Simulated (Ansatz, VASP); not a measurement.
## One calculation of Cu, two programs

The input INCAR:

```
PREC = Accurate ; ENCUT = 520
EDIFF = 1E-6 ; ISMEAR = -1
SIGMA = 0.1 ; LREAL = F
LASPH = T ; NELM = 80
ALGO = Normal ; ISIF = 2
LWAVE = F ; LCHARG = F
NBANDS = 18
```

Contents of KPOINTS:

```
regular mesh
0
Gamma
  18 18 9
```

The input POSCAR:

```
Cu
1.0
   -1.7153621275      1.4132253864      1.2578775195
    1.4132253864     -1.7153621275      1.2578775195
    3.2093005444      3.2093005444     -1.8112415142
Cu
2
Direct
    0.9586702959      0.0413297041      1.0000000000
    0.7913297041      0.2086702959      0.5000000000
```

Input for Ansatz:

```yaml
crystal:
  lattice:
    - [-1.7153621275, 1.4132253864, 1.2578775195]
    - [1.4132253864, -1.7153621275, 1.2578775195]
    - [3.2093005444, 3.2093005444, -1.8112415142]
  atoms:
    - { symbol: Cu, position: [0.9586702959, 0.0413297041, 1.0] }
    - { symbol: Cu, position: [0.7913297041, 0.2086702959, 0.5] }
hamiltonian:
  xc: lda
  pseudopotentials:
    kind: paw
    azcp:
      Cu: "pseudopotentials/Cu.paw.azcp"
basis:
  ecutwfc: 420
  fft_grid_basis: typed
kpoints:
  mp_grid: { grid: [18, 18, 9], shift: [0, 0, 0] }
magnetization:
  spin_polarized: false
scf:
  occupations: { method: fermi_dirac, width: 0.1 }
  lower_state_search: "off"
output:
  stress: true
  write_density: true
  write_potential: true
  elf: true
  volumetric_format: npy
```

Alike in both runs: task single point; functional LDA; k mesh 18 × 18 × 9; occupations fermi-dirac, width 0.1 eV; no spin polarisation.

|  | VASP | Ansatz |
| --- | --- | --- |
| version | VASP 6.6.1 | Ansatz 0.2.0 |
| potentials or method | VASP PAW LDA potentials, release 64 (Cu), cutoff 520 eV | plane waves (420 eV) with PAW, scalar-relativistic |
| valence electrons in the cell | 22 | 38 |

|  | VASP | Ansatz | Ansatz less VASP |
| --- | --- | --- | --- |
| pressure (GPa) | -10.7 | -11.9 | -1.18 |
| traceless stress, the component that is largest in VASP (GPa) | 0.27 | 0.29 | +0.014 |

Ansatz warns that its potentials were made for another functional, while VASP's fit it. LDA's correlation is that of Perdew and Zunger in VASP and of Perdew and Wang (1992) in Ansatz. VASP's potentials hold 22 valence electrons a cell and Ansatz's 38, so a difference there can come from the potentials and not from the codes.
